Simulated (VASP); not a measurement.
# AlN (Fm-3m) in VASP: notebook

The runs below take AlN through relaxation of cell and atoms, single point, with RPBE+D4, BLYP+D3(BJ), BLYP+D4, PBE0, PBE-based screened hybrid.

All numbers are computed with VASP 6.6.1; they aren't measurements. Logs are shortened: lines on timing, memory, paths and dates and some standing lists are left out, and cuts for length are marked.

## (1) The cell of the first run

Symmetry: Fm-3m, No. 225, cubic system. The conventional cell has a = 4.069 Å, b = 4.069 Å, c = 4.069 Å, α = 90.00°, β = 90.00°, γ = 90.00°. Al (site symmetry m-3m) has 6 N at 2.03 Å within 2.7 Å. Within 2.7 Å of N (site symmetry m-3m) lie 6 Al at 2.03 Å.

## (2) Relaxation of cell and atoms, RPBE+D4

The input, INCAR:

```
ALGO = Normal ; EDIFF = 1E-7
EDIFFG = -0.01 ; ENCUT = 600
GGA = RP ; IBRION = 2
ISIF = 3 ; ISMEAR = -1
IVDW = 13 ; LASPH = T
LCHARG = F ; LREAL = F
LWAVE = F ; NELM = 60
NSW = 60 ; PREC = Accurate
SIGMA = 0.05
```

The input, KPOINTS:

```
k-points
0
Gamma
  11 11 11
```

The input, POSCAR:

```
AlN
1.0
    0.0000000000      2.0345180000      2.0345180000
    2.0345180000      0.0000000000      2.0345180000
    2.0345180000      2.0345180000      0.0000000000
Al N
1 1
Direct
    0.5000000000      0.5000000000      0.5000000000
    0.0000000000      0.0000000000      0.0000000000
```

Potentials or basis: VASP PAW PBE potentials, release 64 (Al, N).

Launch:

```
$ cat potpaw_PBE.64/Al/POTCAR potpaw_PBE.64/N/POTCAR > POTCAR
$ mpirun -np 1 vasp_std > vasp.out
```

OUTCAR:

```text
EDIFF = 1E-7
   EDIFFG = -0.01
   ENCUT = 600
   GGA = RP
   IBRION = 2
   ISIF = 3
   ISMEAR = -1
   IVDW = 13
   LASPH = T
   LREAL = F
   NELM = 60
   NSW = 60
   PREC = Accurate

 ion  position               nearest neighbor table
   1  0.500  0.500  0.500-   2 2.03   2 2.03   2 2.03   2 2.03   2 2.03   2 2.03
   2  0.000  0.000  0.000-   1 2.03   1 2.03   1 2.03   1 2.03   1 2.03   1 2.03

  LATTYP: Found a face centered cubic cell.
 ALAT       =     4.0690360000

  Lattice vectors:

 A1 = (   0.0000000000,   2.0345180000,   2.0345180000)
 A2 = (   2.0345180000,   0.0000000000,   2.0345180000)
 A3 = (   2.0345180000,   2.0345180000,   0.0000000000)

Analysis of symmetry for initial positions (statically):
=====================================================================
 Subroutine PRICEL returns:
 Original cell was already a primitive cell.

 Routine SETGRP: Setting up the symmetry group for a
 face centered cubic supercell.

 Subroutine GETGRP returns: Found 48 space group operations
 (whereof 48 operations were pure point group operations)
 out of a pool of 48 trial point group operations.

The static configuration has the point symmetry O_h .

Analysis of symmetry for dynamics (positions and initial velocities):
=====================================================================
 Subroutine PRICEL returns:
 Original cell was already a primitive cell.

 Routine SETGRP: Setting up the symmetry group for a
 face centered cubic supercell.

 Subroutine GETGRP returns: Found 48 space group operations
 (whereof 48 operations were pure point group operations)
 out of a pool of 48 trial point group operations.

The dynamic configuration has the point symmetry O_h .

 Subroutine INISYM returns: Found 48 space group operations
 (whereof 48 operations are pure point group operations),
 and found     1 'primitive' translations

----------------------------------------------------------------------------------------

                                     Primitive cell

  volume of cell :      16.8428

  direct lattice vectors                    reciprocal lattice vectors
     0.000000000  2.034518000  2.034518000    -0.245758455  0.245758455  0.245758455
     2.034518000  0.000000000  2.034518000     0.245758455 -0.245758455  0.245758455
     2.034518000  2.034518000  0.000000000     0.245758455  0.245758455 -0.245758455

  length of vectors
     2.877242948  2.877242948  2.877242948     0.425666130  0.425666130  0.425666130

  position of ions in fractional coordinates (direct lattice)
     0.500000000  0.500000000  0.500000000
     0.000000000  0.000000000  0.000000000

  ion indices of the primitive-cell ions
   primitive index   ion index
                 1           1
                 2           2

----------------------------------------------------------------------------------------

 KPOINTS: k-points

Automatic generation of k-mesh.
 Grid dimensions read from file:
 generate k-points for:   11   11   11

 Generating k-lattice:

  Cartesian coordinates                     Fractional coordinates (reciprocal lattice)
    -0.022341678  0.022341678  0.022341678     0.090909091  0.000000000  0.000000000
     0.022341678 -0.022341678  0.022341678     0.000000000  0.090909091  0.000000000
     0.022341678  0.022341678 -0.022341678     0.000000000  0.000000000  0.090909091

  Length of vectors
     0.038696921  0.038696921  0.038696921

  Shift w.r.t. Gamma in fractional coordinates (k-lattice)
     0.000000000  0.000000000  0.000000000

 Subroutine IBZKPT returns following result:
 ===========================================

 Found     56 irreducible k-points:

 Following reciprocal coordinates:
            Coordinates               Weight
  0.000000  0.000000  0.000000      1.000000
  0.090909  0.000000  0.000000      8.000000
  0.181818  0.000000  0.000000      8.000000
  0.272727  0.000000  0.000000      8.000000
  0.363636  0.000000  0.000000      8.000000
  0.454545  0.000000  0.000000      8.000000
[... 16 lines left out ...]
 -0.272727  0.181818  0.000000     24.000000
 -0.181818  0.181818  0.000000     12.000000
 [... further k-points ...]
   k-points           NKPTS =     56   k-points in BZ     NKDIM =     56   number of bands    NBANDS=      8
   number of dos      NEDOS =    301   number of ions     NIONS =      2
   total plane-waves  NPLWV =  13824
   dimension x,y,z NGX =    24 NGY =   24 NGZ =   24
   dimension x,y,z NGXF=    48 NGYF=   48 NGZF=   48
   ions per type =               1   1
   NGX,Y,Z   is equivalent  to a cutoff of  13.87, 13.87, 13.87 a.u.
   NGXF,Y,Z  is equivalent  to a cutoff of  27.73, 27.73, 27.73 a.u.
 SYSTEM =  unknown system
   PREC   = accura    normal or accurate (medium, high low for compatibility)
   ISTART =      0    job   : 0-new  1-cont  2-samecut
   ICHARG =      2    charge: 1-file 2-atom 10-const
   ISPIN  =      1    spin polarized calculation?
   LNONCOLLINEAR =      F non collinear calculations
   LSORBIT =      F    spin-orbit coupling
   LASPH  =      T    aspherical Exc in radial PAW
   ENCUT  =  600.0 eV  44.10 Ry    6.64 a.u.   5.75  5.75  5.75*2*pi/ulx,y,z
   NELM   =     60;   NELMIN=  2; NELMDL= -5     # of ELM steps
   EDIFF  = 0.1E-06   stopping-criterion for ELM
   LREAL  =      F    real-space projection
   EDIFFG = -.1E-01   stopping-criterion for IOM
   NSW    =     60    number of steps for IOM
   IBRION =      2    ionic relax: 0-MD 1-quasi-New 2-CG
   NFREE  =      1    steps in history (QN), initial steepest desc. (CG)
   ISIF   =      3    stress and relaxation
   ISYM   =      2    0-nonsym 1-usesym 2-fastsym
   POTIM  = 0.5000    time-step for ionic-motion
   TEBEG  =    0.0;   TEEND  =   0.0 temperature during run
   PSTRESS=    0.0 pullay stress
   NELECT =       8.0000    total number of electrons
   NUPDOWN=      -1.0000    fix difference up-down
   EMIN   =  10.00;   EMAX   =-10.00  energy-range for DOS
   EFERMI =   0.00;   METHOD = LEGACY
   ISMEAR =    -1;   SIGMA  =   0.05  broadening in eV -4-tet -1-fermi 0-gaus
   EFERMI_NEDOS =   21; number of points for ismear=-14 and -15
   IALGO  =     38    algorithm
   IMIX   =      4    mixing-type and parameters
     AMIX     =   0.40;   BMIX     =  1.00
     AMIX_MAG =   1.60;   BMIX_MAG =  1.00
  volume/ion in A,a.u.               =       8.42        56.83
  Fermi-wavevector in a.u.,A,eV,Ry     =   1.277321  2.413786 22.198561  1.631548
  Thomas-Fermi vector in A             =   2.409927
   LORBIT       =      0    0 simple, 1 ext, 2 COOP (PROOUT), +10 PAW based schemes
   GGA     = RP    functional components
   LHFCALC =     F    Hartree Fock is set to
   AEXX    =    0.0000 exact exchange contribution
   IVDW    =    13    specifies the selected vdW correction
   LEPSILON=     F    determine dielectric tensor
   LRPA    =     F    only Hartree local field effects (RPA)
 conjugate gradient relaxation of ions
 non-spin polarized calculation
  energy-cutoff  :      600.00
  volume of cell :       16.84
 maximum number of plane-waves:       572
   NGX = 11   NGY = 11   NGZ = 11

--------------------------------------- Ionic step        1  -------------------------------------------

 number of electron       7.9999999 magnetization

 Free energy of the ion-electron system (eV)
  ---------------------------------------------------
  ext. energy  EPLUGINS =         0.00000000
  ---------------------------------------------------
  free energy    TOTEN  =       -13.78265000 eV

  energy without entropy =      -13.78265000  energy(sigma->0) =      -13.78265000

------------------------ aborting loop because EDIFF is reached ----------------------------------------

  DFT-D4 for vdW energy calculation

  Edisp (eV):   -1.55256

  FORCE on cell =-STRESS in cart. coord.  units (eV):
  Direction    XX          YY          ZZ          XY          YZ          ZX
  --------------------------------------------------------------------------------------
  -------------------------------------------------------------------------------------
  Total      -1.15321    -1.15321    -1.15321     0.00000    -0.00000     0.00000
  in kB    -109.69940  -109.69940  -109.69940     0.00000    -0.00000     0.00000
  external pressure =     -109.70 kB  Pullay stress =        0.00 kB

 VOLUME and BASIS-vectors are now :
 -----------------------------------------------------------------------------
  energy-cutoff  :      600.00
  volume of cell :       16.84
      direct lattice vectors                 reciprocal lattice vectors
     0.000000000  2.034518000  2.034518000    -0.245758455  0.245758455  0.245758455
     2.034518000  0.000000000  2.034518000     0.245758455 -0.245758455  0.245758455
     2.034518000  2.034518000  0.000000000     0.245758455  0.245758455 -0.245758455
[... 41 lines left out ...]
 POSITION                                       TOTAL-FORCE (eV/Angst)
 -----------------------------------------------------------------------------------
      1.97792      1.97792      1.97792         0.000000     -0.000000     -0.000000
     -0.00000      1.97792      1.97792         0.000000      0.000000      0.000000
 -----------------------------------------------------------------------------------
    total drift:                               -0.000000     -0.000000     -0.000000

  FREE ENERGIE OF THE ION-ELECTRON SYSTEM (eV)
  ---------------------------------------------------
  free  energy   TOTEN  =       -15.3384581482 eV

  energy  without entropy=      -15.3384581482  energy(sigma->0) =      -15.33845815

--------------------------------------- Ionic step        3  -------------------------------------------

 number of electron       7.9999999 magnetization

 Free energy of the ion-electron system (eV)
  ---------------------------------------------------
  ext. energy  EPLUGINS =         0.00000000
  ---------------------------------------------------
  free energy    TOTEN  =       -13.73715237 eV

  energy without entropy =      -13.73715237  energy(sigma->0) =      -13.73715237

 E-fermi :  11.3701     XC(G=0): -12.3083

 val. band max:       10.4067123333   @ k =   0.0000   0.0000   0.0000
 cond. band min:      15.4991561550   @ k =   0.4545   0.4545   0.0000
 fundamental gap:      5.0924438217
 Fermi energy:        11.3700664595

 k-point     1 :       0.0000    0.0000    0.0000
  band No.  band energies     occupation
      1      -7.4254      2.00000
      2      10.4067      2.00000
      3      10.4067      2.00000
      4      10.4067      2.00000
      5      16.4703      0.00000
      6      22.6631      0.00000
      7      22.6631      0.00000
      8      22.6631      0.00000

 k-point     2 :       0.0909    0.0000    0.0000
  band No.  band energies     occupation
      1      -7.2522      2.00000
      2       9.5441      2.00000
      3      10.2991      2.00000
      4      10.2991      2.00000
      5      16.9991      0.00000
      6      21.8739      0.00000
      7      22.9310      0.00000
      8      22.9310      0.00000
[... 221 lines left out ...]
 k-point    23 :      -0.2727    0.1818    0.0000
  band No.  band energies     occupation
      1      -4.8321      2.00000
      2       4.4128      2.00000
      3       7.0960      2.00000
      4       9.4352      2.00000
      5      18.9845      0.00000
      6      20.7538      0.00000
      7      21.8771      0.00000
      8      23.0266      0.00000

 k-point    24 :      -0.1818    0.1818    0.0000
  band No.  band energies     occupation
      1      -5.6951      2.00000
      2       5.8583      2.00000
      3       7.8363      2.00000
      4       9.8215      2.00000
      5      19.1896      0.00000
      6      20.4407      0.00000
      7      22.0016      0.00000
      8      23.4495      0.00000

 [... further k-points ...]

------------------------ aborting loop because EDIFF is reached ----------------------------------------

  DFT-D4 for vdW energy calculation

  Edisp (eV):   -1.62404

  FORCE on cell =-STRESS in cart. coord.  units (eV):
  Direction    XX          YY          ZZ          XY          YZ          ZX
  --------------------------------------------------------------------------------------
  -------------------------------------------------------------------------------------
  Total      -0.00608    -0.00608    -0.00608     0.00000     0.00000    -0.00000
  in kB      -0.60440    -0.60440    -0.60440     0.00000     0.00000    -0.00000
  external pressure =       -0.60 kB  Pullay stress =        0.00 kB

 VOLUME and BASIS-vectors are now :
 -----------------------------------------------------------------------------
  energy-cutoff  :      600.00
  volume of cell :       16.12
      direct lattice vectors                 reciprocal lattice vectors
    -0.000000000  2.004837977  2.004837977    -0.249396712  0.249396712  0.249396712
     2.004837977  0.000000000  2.004837977     0.249396712 -0.249396712  0.249396712
     2.004837977  2.004837977  0.000000000     0.249396712  0.249396712 -0.249396712

 POSITION                                       TOTAL-FORCE (eV/Angst)
 -----------------------------------------------------------------------------------
      2.00484      2.00484      2.00484         0.000000     -0.000000     -0.000000
      0.00000      0.00000      0.00000        -0.000000      0.000000      0.000000
 -----------------------------------------------------------------------------------
    total drift:                                0.000000     -0.000000     -0.000000

  FREE ENERGIE OF THE ION-ELECTRON SYSTEM (eV)
  ---------------------------------------------------
  free  energy   TOTEN  =       -15.3611904134 eV

  energy  without entropy=      -15.3611904133  energy(sigma->0) =      -15.36119041

 reached required accuracy - stopping structural energy minimisation
```

Wall time 16 s (1 thread of Intel Xeon 6975P-C, shared host); peak memory 0.14 GiB.

What came out:

| Quantity | Value |
| --- | --- |
| Free energy | -15.3612 eV |
| Relaxed volume | 8.06 Å³/atom |
| Relaxed cell | a = 2.835 Å, b = 2.835 Å, c = 2.835 Å, α = 60.00°, β = 60.00°, γ = 60.00° |
| Space group after relaxing (to 0.05 Å) | Fm-3m (No. 225) |
| Energy gained by relaxing | 13.0 meV/atom |
| Ionic steps | 3 |
| Pressure after relaxing | -0.1 GPa |
| Band gap on the k mesh | 5.09 eV, indirect (least direct gap 6.06 eV) |
| Dispersion energy per atom | -0.812 eV |

The path:
| step | energy change (eV) | largest force (eV/Å) | pressure (GPa) | volume (Å³) |
| --- | --- | --- | --- | --- |
| 1 | 0.0000 | 0.0000 | -10.97 | 16.84 |
| 2 | -0.0032 | 0.0000 | 11.85 | 15.48 |
| 3 | -0.0260 | 0.0000 | -0.06 | 16.12 |

Final structure:
```
Al N
1.0
     0.00000    2.00484    2.00484
     2.00484    0.00000    2.00484
     2.00484    2.00484    0.00000
Al N
1 1
Direct
  0.50000 0.50000 0.50000
  0.00000 0.00000 0.00000
```

Levels at points of the mesh, in eV from the valence-band top:
```
           k point  band 1  band 2  band 3  band 4  band 5  band 6  band 7  band 8
(0.00, 0.00, 0.00)  -17.83    0.00    0.00    0.00    6.06   12.26   12.26   12.26
```

Caveat: the PAW data sets were made with another functional, which shifts forces and pressure a little. A k mesh can miss the band edges.

(Part 1 of 2 ends here.)
